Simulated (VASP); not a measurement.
Crystal: BaS.

```
Ba S
1.0
     0.00000    3.21191    3.21191
     3.21191    0.00000    3.21191
     3.21191    3.21191    0.00000
Ba S
1 1
Direct
  0.00000 0.00000 0.00000
  0.50000 0.50000 0.50000
```

Program: VASP 6.6.1. Alike in all runs: no spin polarisation; cell as given; cutoff (eV) 520; smearing gaussian 0.01 eV.

Question: Order these runs on this cell by their band gap on the k mesh, lowest first.
A. level r2SCAN; potentials or basis VASP PAW PBE potentials, release 64 (Ba_sv, S); k mesh 8 × 8 × 8
B. level PBE; potentials or basis VASP PAW PBE potentials, release 64 (Ba_sv, S); k mesh 6 × 6 × 6
C. level LDA; potentials or basis VASP PAW LDA potentials, release 64 (Ba_sv, S); k mesh 8 × 8 × 8

Answer: C (1.93 eV), B (2.13 eV), A (2.49 eV).

Caveats: spin-orbit coupling is left out, which moves the levels of the heavy elements.

A k mesh can miss the band edges.
